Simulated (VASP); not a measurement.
# Ta3TiSi8 (C222) in VASP: single point with LDA

Aim: the single point of Ta3TiSi8 with LDA.

Program: VASP 6.6.1. These are calculated values, not measurements. Logs are shortened: lines on timing, memory, paths and dates and some standing lists are left out, and cuts for length are marked.

## (1) The cell of the first run

Symmetry: C222, No. 21, orthorhombic system. The conventional cell has a = 8.388 Å, b = 8.681 Å, c = 4.799 Å, α = 90.00°, β = 90.00°, γ = 90.00°. Ti (site symmetry 222) has 10 Si at 2.58 to 2.89 Å and 4 Ta at 3.25 Å within 3.4 Å. Within 3.5 Å of Ta (site symmetry 222) lie 10 Si at 2.63 to 2.93 Å and 4 Ta at 3.24 Å. Ta (site symmetry 2) has 10 Si at 2.61 to 2.89 Å and 2 Ta at 3.24 Å and 2 Ti at 3.25 Å within 3.4 Å. Si (site symmetry 2) has 9 Si at 2.54 to 3.25 Å and 4 Ta at 2.61 to 2.73 Å and 1 Ti at 2.89 Å within 3.3 Å. Si (site symmetry 2) has 9 Si at 2.52 to 3.30 Å and 3 Ta at 2.61 to 2.93 Å and 2 Ti at 2.71 Å within 3.3 Å. Si (site symmetry 1) has 9 Si at 2.52 to 3.30 Å and 1 Ti at 2.58 Å and 4 Ta at 2.63 to 2.89 Å within 3.3 Å.

## (2) Single point, LDA

The input, POSCAR:

```
Ta3TiSi8
1.0
    4.1938092029     -4.3406706060      0.0000000000
    4.1938092029      4.3406706060      0.0000000000
    0.0000000000      0.0000000000      4.7990882074
Ti Ta Si
1 3 8
Direct
    0.5000000000      0.5000000000      0.0000000000
    0.0000000000      0.0000000000      0.5000000000
    0.0000000000      0.5000000000      0.2523137594
    0.5000000000      0.0000000000      0.7476862406
    0.8450830045      0.8450830045      0.0000000000
    0.3495779242      0.3495779242      0.5000000000
    0.1549169955      0.1549169955      0.0000000000
    0.6504220758      0.6504220758      0.5000000000
    0.6539504082      0.1579525811      0.2458068123
    0.1579525811      0.6539504082      0.7541931877
    0.3460495918      0.8420474189      0.2458068123
    0.8420474189      0.3460495918      0.7541931877
```

The input, INCAR.step1:

```
PREC = Accurate
ENCUT = 400
EDIFF = 1E-6
ISMEAR = 0
SIGMA = 0.1
LREAL = F
LASPH = T
NELM = 120
ALGO = Normal
ISIF = 2
LWAVE = F
LCHARG = T
LMAXMIX = 4
NBANDS = 50
GGA_COMPAT = F
NEDOS = 2001
LORBIT = 11
```

The input, KPOINTS.step1:

```
regular mesh
0
Gamma
  6 6 8
```

The input, INCAR.step2:

```
PREC = Accurate
ENCUT = 400
EDIFF = 1E-6
ISMEAR = -5
SIGMA = 0.1
LREAL = F
LASPH = T
NELM = 120
ALGO = Normal
ISIF = 2
LWAVE = F
LCHARG = F
LMAXMIX = 4
LORBIT = 11
NBANDS = 50
NEDOS = 2001
ICHARG = 11
GGA_COMPAT = F
```

The input, KPOINTS.step2:

```
regular mesh
0
Gamma
  9 9 12
```

Potentials or basis: VASP PAW LDA potentials, release 64 (Ti_sv, Ta_pv, Si).

Run with:

```sh
$ cat potpaw_LDA.64/Ti_sv/POTCAR potpaw_LDA.64/Ta_pv/POTCAR potpaw_LDA.64/Si/POTCAR > POTCAR
$ cp INCAR.step1 INCAR
$ cp KPOINTS.step1 KPOINTS
$ mpirun -np 1 vasp_std > vasp.out
$ cp INCAR.step2 INCAR
$ cp KPOINTS.step2 KPOINTS
$ mpirun -np 1 vasp_std > vasp.out
```

OUTCAR:

```text
PREC = Accurate
   ENCUT = 400
   EDIFF = 1E-6
   ISMEAR = -5
   LREAL = F
   LASPH = T
   NELM = 120
   ISIF = 2
   LORBIT = 11
   ICHARG = 11

 ion  position               nearest neighbor table
   1  0.500  0.500  0.000-  11 2.58  12 2.58   9 2.58  10 2.58   6 2.71   8 2.71   6 2.71   8 2.71
                             7 2.89   5 2.89   3 3.25   4 3.25   4 3.25   3 3.25
   2  0.000  0.000  0.500-   9 2.63  10 2.63  11 2.63  12 2.63   5 2.73   7 2.73   5 2.73   7 2.73
                             6 2.93   8 2.93   3 3.24   4 3.24   3 3.24   4 3.24
   3  0.000  0.500  0.252-   5 2.61   7 2.61   6 2.61   8 2.61  12 2.73  10 2.73  12 2.74  10 2.74
                             9 2.89  11 2.89   2 3.24   2 3.24   1 3.25   1 3.25
   4  0.500  0.000  0.748-   5 2.61   7 2.61   6 2.61   8 2.61  11 2.73   9 2.73  11 2.74   9 2.74
                            10 2.89  12 2.89   2 3.24   2 3.24   1 3.25   1 3.25
   5  0.845  0.845  0.000-   9 2.54  10 2.54   7 2.60   4 2.61   3 2.61   2 2.73   2 2.73   1 2.89
                             8 2.90   8 2.90
   6  0.350  0.350  0.500-   9 2.52  10 2.52   8 2.52   4 2.61   3 2.61   1 2.71   1 2.71   7 2.90
                             7 2.90   2 2.93
   7  0.155  0.155  0.000-  11 2.54  12 2.54   5 2.60   4 2.61   3 2.61   2 2.73   2 2.73   1 2.89
                             6 2.90   6 2.90
   8  0.650  0.650  0.500-  11 2.52  12 2.52   6 2.52   4 2.61   3 2.61   1 2.71   1 2.71   5 2.90
                             5 2.90   2 2.93
   9  0.654  0.158  0.246-   6 2.52   5 2.54   1 2.58  11 2.62   2 2.63   4 2.73   4 2.74  12 2.84
                             3 2.89  12 2.91
  10  0.158  0.654  0.754-   6 2.52   5 2.54   1 2.58  12 2.62   2 2.63   3 2.73   3 2.74  11 2.84
                             4 2.89  11 2.91
  11  0.346  0.842  0.246-   8 2.52   7 2.54   1 2.58   9 2.62   2 2.63   4 2.73   4 2.74  10 2.84
                             3 2.89  10 2.91
  12  0.842  0.346  0.754-   8 2.52   7 2.54   1 2.58  10 2.62   2 2.63   3 2.73   3 2.74   9 2.84
                             4 2.89   9 2.91

  LATTYP: Found a base centered orthorhombic cell.
 ALAT       =     8.3876184058
 B/A-ratio  =     1.0350186182
 C/A-ratio  =     0.5721633931

  Lattice vectors:

 A1 = (   4.1938092029,  -4.3406706060,   0.0000000000)
 A2 = (   4.1938092029,   4.3406706060,   0.0000000000)
 A3 = (   0.0000000000,   0.0000000000,   4.7990882074)

Analysis of symmetry for initial positions (statically):
=====================================================================
 Subroutine PRICEL returns:
 Original cell was already a primitive cell.

 Routine SETGRP: Setting up the symmetry group for a
 base centered orthorhombic supercell.

 Subroutine GETGRP returns: Found  4 space group operations
 (whereof  4 operations were pure point group operations)
 out of a pool of  8 trial point group operations.

The static configuration has the point symmetry D_2 .
[... 162 lines left out ...]
   AEXX    =    0.0000 exact exchange contribution
   IVDW    =     0    specifies the selected vdW correction
   LEPSILON=     F    determine dielectric tensor
   LRPA    =     F    only Hartree local field effects (RPA)
 non-spin polarized calculation
 Fermi weights with tetrahedron method with Bloechl corrections
  energy-cutoff  :      400.00
  volume of cell :      174.72
 maximum number of plane-waves:      3194

 number of electron      76.9999969 magnetization

 Free energy of the ion-electron system (eV)
  ---------------------------------------------------
  ext. energy  EPLUGINS =         0.00000000
  ---------------------------------------------------
  free energy    TOTEN  =      -101.47061736 eV

  energy without entropy =     -101.47061736  energy(sigma->0) =     -101.47061736

 E-fermi :   9.4317     XC(G=0): -12.0468

 val. band max:        9.5242181772   @ k =   0.4444   0.4444   0.1667
 cond. band min:       9.3195932479   @ k =   0.3333   0.3333   0.0000
 fundamental gap:     -0.2046249293
 Fermi energy:         9.4317342895

 k-point     1 :       0.0000    0.0000    0.0000
  band No.  band energies     occupation
      1     -46.4609      2.00000
      2     -24.9063      2.00000
      3     -24.8940      2.00000
      4     -24.7549      2.00000
      5     -24.7199      2.00000
      6     -24.7163      2.00000
[... 1261 lines left out ...]
     49      12.7932      0.00000
     50      13.2660      0.00000

 [... further k-points ...]
[... 5 lines left out ...]
  --------------------------------------------------------------------------------------
  -------------------------------------------------------------------------------------
  Total       -7.2191498     -8.5910624     -8.3398078      0.0000000      0.0000000      0.0000000
  in kB      -66.1976250    -78.7776881    -76.4737518      0.0000000      0.0000000      0.0000000
  external PRESSURE =     -73.8163550 kB  Pullay stress =       0.0000000 kB

 VOLUME and BASIS-vectors are now :
 -----------------------------------------------------------------------------
  energy-cutoff  :      400.00
  volume of cell :      174.72
      direct lattice vectors                 reciprocal lattice vectors
     4.193809203 -4.340670606  0.000000000     0.119223354 -0.115189574  0.000000000
     4.193809203  4.340670606  0.000000000     0.119223354  0.115189574  0.000000000
     0.000000000  0.000000000  4.799088207     0.000000000  0.000000000  0.208372915

 POSITION                                       TOTAL-FORCE (eV/Angst)
 -----------------------------------------------------------------------------------
      4.19381      0.00000      0.00000        -0.000000      0.000000      0.000000
      0.00000      0.00000      2.39954        -0.000000      0.000000      0.000000
      2.09690      2.17034      1.21088        -0.000000      0.000000     -0.000229
      2.09690     -2.17034      3.58821        -0.000000      0.000000      0.000229
      7.08823      0.00000      0.00000         0.018403      0.000000      0.000000
      2.93213      0.00000      2.39954         0.007399      0.000000      0.000000
      1.29938      0.00000      0.00000        -0.018403      0.000000      0.000000
      5.45549      0.00000      2.39954        -0.007399      0.000000      0.000000
      3.40497     -2.15296      1.17965        -0.006411     -0.010372      0.006597
      3.40497      2.15296      3.61944        -0.006411      0.010372     -0.006597
      4.98265      2.15296      1.17965         0.006411      0.010372      0.006597
      4.98265     -2.15296      3.61944         0.006411     -0.010372     -0.006597
 -----------------------------------------------------------------------------------
    total drift:                               -0.000000      0.000000     -0.000000

  FREE ENERGIE OF THE ION-ELECTRON SYSTEM (eV)
  ---------------------------------------------------
  free  energy   TOTEN  =      -101.4706173557 eV

  energy  without entropy=     -101.4706173557  energy(sigma->0) =     -101.47061736

 total charge

# of ion       s       p       d       tot
------------------------------------------
    1        2.163   6.152   2.099  10.413
    2        0.286   6.183   2.522   8.990
    3        0.287   6.183   2.544   9.015
    4        0.287   6.183   2.544   9.015
    5        0.762   0.885   0.000   1.647
    6        0.763   0.888   0.000   1.651
    7        0.762   0.885   0.000   1.647
    8        0.763   0.888   0.000   1.651
    9        0.763   0.881   0.000   1.645
   10        0.763   0.881   0.000   1.645
   11        0.763   0.881   0.000   1.645
   12        0.763   0.881   0.000   1.645
--------------------------------------------------
tot          9.127  31.772   9.709  50.608
```

OUTCAR.step1:

```text
PREC = Accurate
   ENCUT = 400
   EDIFF = 1E-6
   ISMEAR = 0
   LREAL = F
   LASPH = T
   NELM = 120
   ISIF = 2
   LORBIT = 11

 ion  position               nearest neighbor table
[... 1553 lines left out ...]
 total charge

# of ion       s       p       d       tot
------------------------------------------
    1        2.163   6.151   2.100  10.414
    2        0.286   6.182   2.524   8.992
    3        0.287   6.183   2.544   9.014
    4        0.287   6.183   2.544   9.014
    5        0.763   0.885   0.000   1.647
    6        0.763   0.888   0.000   1.651
    7        0.763   0.885   0.000   1.647
    8        0.763   0.888   0.000   1.651
    9        0.764   0.881   0.000   1.645
   10        0.764   0.881   0.000   1.645
   11        0.764   0.881   0.000   1.645
   12        0.764   0.881   0.000   1.645
--------------------------------------------------
tot          9.129  31.769   9.712  50.610
```

Run time: 21 min. Hardware: 1 thread of Oxide Virtual Turin-like, shared host; peak memory 0.76 GiB.

What came out:

| Item | Value |
| --- | --- |
| Valence electrons inside the program's atomic spheres | Ti 10.41; Ta 8.99, 9.02 (each value once); Si 1.65 |

Levels at points of the mesh, in eV from the Fermi level:
| k point | band 36 | band 37 | band 38 | band 39 | band 40 | band 41 | band 42 | band 43 |
| --- | --- | --- | --- | --- | --- | --- | --- | --- |
| (0.00, 0.00, 0.00) | -1.68 | -1.59 | -1.45 | -0.12 | -0.04 | 1.72 | 1.77 | 1.96 |
| (0.00, 0.00, 0.50) | -0.52 | -0.39 | -0.25 | -0.02 | 0.15 | 0.28 | 0.98 | 1.00 |

Caveat: spin-orbit coupling is left out, which moves the levels of the heavy elements; an odd number of electrons without spin polarisation forces a metal; a magnetic or distorted state may lie lower.
